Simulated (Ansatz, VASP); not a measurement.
# One calculation of Ti4C3, two programs

File INCAR:

```
PREC = Accurate
ENCUT = 600
EDIFF = 1E-7
ISMEAR = 0
SIGMA = 0.2
LREAL = F
LASPH = T
NELM = 60
ALGO = Normal
ISIF = 3
LWAVE = F
LCHARG = F
GGA = PE
IBRION = 2
NSW = 80
EDIFFG = -0.025
```

The input KPOINTS:

```
Automatic mesh
0
Gamma
  6 6 6
```

POSCAR

```
Ti4C3
1.0
    4.3276949697     -0.0250440092      0.0051062583
   -0.0250440092      4.3240723597      0.0619907401
   -2.1461749400     -2.0869858460      4.2703224643
Ti C
4 3
Direct
    0.5106260646      0.0593362103      0.0374389446
    0.7313176419      0.7760092702      0.4798719079
    0.2204824840      0.2519893445      0.4177513634
    0.0347447434      0.4174211879      0.0071935736
    0.7725893866      0.2758033353      0.4886093892
    0.2430554427      0.7449019365      0.5277244736
   -0.0128157631     -0.0254612847      0.0414103478
```

Input for Ansatz:

```yaml
crystal:
  lattice:
    - [4.3276949697, -0.0250440092, 0.0051062583]
    - [-0.0250440092, 4.3240723597, 0.0619907401]
    - [-2.14617494, -2.086985846, 4.2703224643]
  atoms:
    - { symbol: Ti, position: [0.5106260646, 0.0593362103, 0.0374389446] }
    - { symbol: Ti, position: [0.7313176419, 0.7760092702, 0.4798719079] }
    - { symbol: Ti, position: [0.220482484, 0.2519893445, 0.4177513634] }
    - { symbol: Ti, position: [0.0347447434, 0.4174211879, 0.0071935736] }
    - { symbol: C, position: [0.7725893866, 0.2758033353, 0.4886093892] }
    - { symbol: C, position: [0.2430554427, 0.7449019365, 0.5277244736] }
    - { symbol: C, position: [-0.0128157631, -0.0254612847, 0.0414103478] }
basis:
  ecutwfc: 420
kpoints:
  mp_grid: { grid: [6, 6, 6] }
hamiltonian:
  xc: pbe
scf:
  occupations: { method: gaussian, width: 0.2 }
  lower_state_search: "off"
output:
  forces: true
  stress: true
  eigenvalues: true
relax:
  adjacent_minimum: "off"
  f_tol: 0.025
  max_steps: 60
  cell: { stress_tol: 0.25 }
```

Change from the starting cell: cell x1, atoms moved at random (sigma 0.15 Å) and cell strained at random (1.5 %), then relaxed without symmetry.

Alike in both runs: task relaxation of cell and atoms; functional PBE; k mesh 6 × 6 × 6; occupations gaussian, width 0.2 eV; no spin polarisation.

|  | VASP | Ansatz |
| --- | --- | --- |
| version | VASP 6.6.1 | Ansatz 0.2.0 |
| potentials or method | VASP PAW PBE potentials, release 64 (Ti_sv, C), cutoff 600 eV | scalar-relativistic, plane waves, PAW |
| valence electrons in the cell | 60 | 60 |

```tsv
	VASP	Ansatz	Ansatz less VASP
gap on the k mesh at the Fermi level, each at its own relaxed structure (eV)	none	none	-
relaxed volume (Å³/atom)	11.56	11.55	-0.010
relaxed length of the cell vector where the two differ most in proportion (Å)	5.313	5.310	-0.0024
```

A gap of «none» marks a metal or a gap that the smearing closes.
